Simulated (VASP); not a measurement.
Write the native input for VASP 6.6.1 that does the following.

| Item | Value |
| --- | --- |
| Task | single point |
| Functional | HSE06 |
| Potentials or basis | VASP PAW PBE potentials, release 64 (Mg, S) |
| Cutoff | 520 eV |
| k mesh | 6 × 6 × 6 |
| Occupations | gaussian, width 0.01 eV |
| Spin | no spin polarisation |
| Dipole correction | no |
| Grid for exact exchange (PRECFOCK) | Normal |
| Further INCAR settings | ALGO = Normal; EDIFF = 1e-07; NBANDS = 11 |
| Screening parameter | 0.2079 1/Å |

The system is MgS.

```xyz
2
Lattice="0.0000 2.9441 2.6569 2.9441 0.0000 2.6569 2.9441 2.9441 0.0000" Properties=species:S:1:pos:R:3 pbc="T T T"
Mg    0.0000    0.0000    0.0000
S     1.4721    1.4721    1.3284
```

This cell differs from its parent crystal: epitaxial xy strain +4.0%.

These files were run (other wordings do the same):

POSCAR

```
MgS
1.0
    0.0000000000      2.9441119149      2.6568738787
    2.9441119149      0.0000000000      2.6568738787
    2.9441119149      2.9441119149      0.0000000000
Mg S
1 1
Direct
    0.0000000000      0.0000000000      0.0000000000
    0.2500000000      0.2500000000      0.2500000000
```

INCAR.step1

```
SYSTEM = MgS
PREC = Accurate ; ENCUT = 520
EDIFF = 1E-5 ; ISMEAR = 0
SIGMA = 0.01 ; LREAL = .FALSE.
LASPH = .TRUE. ; NELM = 100
ALGO = Normal ; ISIF = 2
LWAVE = .TRUE. ; GGA = PE
NBANDS = 11
```

INCAR.step2

```
SYSTEM = MgS
PREC = Accurate ; ENCUT = 520
EDIFF = 1E-7 ; ISMEAR = 0
SIGMA = 0.01 ; LREAL = .FALSE.
LASPH = .TRUE. ; NELM = 100
ALGO = Normal ; ISIF = 2
LWAVE = .FALSE. ; LCHARG = .TRUE.
GGA = PE ; LHFCALC = .TRUE.
HFSCREEN = 0.2079 ; PRECFOCK = Normal
LELF = .TRUE. ; LVHAR = .TRUE.
ISTART = 1 ; NBANDS = 11
```

KPOINTS

```
regular mesh
0
G
  6 6 6
  0 0 0
```

Potentials or basis: VASP PAW PBE potentials, release 64 (Mg, S).

Launch:

```bash
$ cat potpaw_PBE.64/Mg/POTCAR potpaw_PBE.64/S/POTCAR > POTCAR
$ cp INCAR.step1 INCAR
$ mpirun -np 1 vasp_std > vasp.out
$ cp INCAR.step2 INCAR
$ mpirun -np 1 vasp_std > vasp.out
```

It gave:

```
Pressure               : -1.3 GPa
Band gap on the k mesh : 4.24 eV, direct
```

Caveat: the cell differs from its parent crystal (epitaxial xy strain +4.0%); the PAW data sets were made with another functional, which shifts forces and pressure a little.

It took 30 min on 1 thread of Intel Xeon 6975P-C, on a shared host, peak memory 0.31 GiB.
